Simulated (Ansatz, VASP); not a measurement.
# Pb in VASP and in Ansatz

Contents of INCAR:

```
SYSTEM = Pb
ALGO = Normal
EDIFF = 1E-6
ENCUT = 520
GGA = RP
ISIF = 2
ISMEAR = -1
LASPH = .True.
LCHARG = .False.
LREAL = .False.
LWAVE = .False.
NBANDS = 13
NELM = 80
PREC = Accurate
SIGMA = 0.05
```

File KPOINTS:

```
k-points
0
Gamma
  9 9 9
  0 0 0
```

The input POSCAR:

```
Pb
1.0
   -1.9796595667      1.9796595667      1.9796595667
    1.9796595667     -1.9796595667      1.9796595667
    1.9796595667      1.9796595667     -1.9796595667
Pb
1
Direct
    0.0000000000      0.0000000000      0.0000000000
```

Contents of input.yaml:

```yaml
crystal:
  lattice:
    - [-1.9796595667, 1.9796595667, 1.9796595667]
    - [1.9796595667, -1.9796595667, 1.9796595667]
    - [1.9796595667, 1.9796595667, -1.9796595667]
  atoms:
    - { symbol: Pb, position: [0.0, 0.0, 0.0] }
hamiltonian:
  xc: rpbe
  pseudopotentials: { kind: paw }
kpoints:
  mp_grid: { grid: [9, 9, 9] }
  band_path:
    path:
      - [[0.0, 0.0, 0.0], [0.5, -0.5, 0.5], [0.0, 0.0, 0.5], [0.0, 0.0, 0.0], [0.25, 0.25, 0.25], [0.5, -0.5, 0.5]]
      - [[0.25, 0.25, 0.25], [0.0, 0.0, 0.5]]
    npoints: 14
scf:
  occupations: { method: fermi_dirac, width: 0.05 }
  n_extra_bands: 6
output:
  forces: true
  stress: true
  eigenvalues: true
  fatbands: false
```

Alike in both runs: functional RPBE; k mesh 9 × 9 × 9; occupations fermi-dirac, width 0.05 eV; no spin polarisation.

|  | VASP | Ansatz |
| --- | --- | --- |
| version | VASP 6.6.1 | Ansatz 0.2.0 |
| potentials or method | VASP PAW PBE potentials, release 64 (Pb_d) | Ansatz PAW |
| plane-wave cutoff (eV) | 520 | 420 |
| valence electrons in the cell | 14 | 14 |
| task | single point | band structure |

```tsv
	VASP	Ansatz	Ansatz less VASP
gap on the k mesh at the Fermi level (eV)	none	none	-
pressure (GPa)	2.3	2.3	+0.04
```

VASP's potentials were made for PBE, not for RPBE. A gap of «none» marks a metal or a gap that the smearing closes.

Neither program's run includes spin-orbit coupling.
